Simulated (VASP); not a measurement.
Set up this calculation in VASP 6.6.1, as the native input.

| Quantity | Value |
| --- | --- |
| Task | relaxation of cell and atoms |
| Functional | PBEsol |
| Potentials or basis | VASP PAW PBE potentials, release 64 (Te, Sn_d) |
| Cutoff | 600 eV |
| k mesh | 6 × 6 × 6 |
| Occupations | fermi-dirac, width 0.05 eV |
| Spin | no spin polarisation |
| Target pressure | 5 GPa |
| Dipole correction | no |
| Further INCAR settings | ALGO = Normal; EDIFF = 1e-06; IBRION = 2; EDIFFG = -0.01; NSW = 80; ISIF = 3 |

The structure of Sn3Te lies in POSCAR:

```
Sn3Te
1.0
    4.8656220000      0.0000000000      0.0000000000
    0.0000000000      4.8656220000      0.0000000000
    0.0000000000      0.0000000000      4.8656220000
Te Sn
1 3
Direct
    0.0000000000      0.0000000000      0.0000000000
    0.0000000000      0.5000000000      0.5000000000
    0.5000000000      0.0000000000      0.5000000000
    0.5000000000      0.5000000000      0.0000000000
```

One way to write it, as run:

INCAR

```
PREC = Accurate ; ENCUT = 600
EDIFF = 1E-6 ; ISMEAR = -1
SIGMA = 0.05 ; LREAL = False
LASPH = True ; NELM = 80
ALGO = Normal ; ISIF = 3
LWAVE = False ; LCHARG = False
GGA = PS ; IBRION = 2
NSW = 80 ; EDIFFG = -0.01
PSTRESS = 50.0
```

KPOINTS

```
regular mesh
0
Gamma
  6 6 6
```

Potentials or basis: VASP PAW PBE potentials, release 64 (Te, Sn_d).

Command:

```console
$ cat potpaw_PBE.64/Te/POTCAR potpaw_PBE.64/Sn_d/POTCAR > POTCAR
$ mpirun -np 1 vasp_std > vasp.out
```

It gave:

```json
{
 "Relaxed volume": "25.20 Å³/atom",
 "Relaxed cell": "a = 4.654 Å, b = 4.654 Å, c = 4.654 Å, α = 90.00°, β = 90.00°, γ = 90.00°",
 "Space group after relaxing (to 0.1 Å)": "Pm-3m (No. 221)",
 "Energy change on relaxing (the run minimises the enthalpy)": "+19.3 meV/atom",
 "Ionic steps": "3",
 "Pressure after relaxing": "5.0 GPa",
 "Band gap on the k mesh": "zero (bands 24 and 25 overlap by 4.10 eV)"
}
```

Caveat: the cell is relaxed towards a set pressure, so the run minimises the enthalpy, not the energy; the PAW data sets were made with another functional, which shifts forces and pressure a little; spin-orbit coupling is left out, which moves the levels of the heavy elements.

Wall time 69 s on 1 thread of Intel(R) Xeon(R) 6975P-C (Granite Rapids) (shared host), peak memory 0.29 GiB.
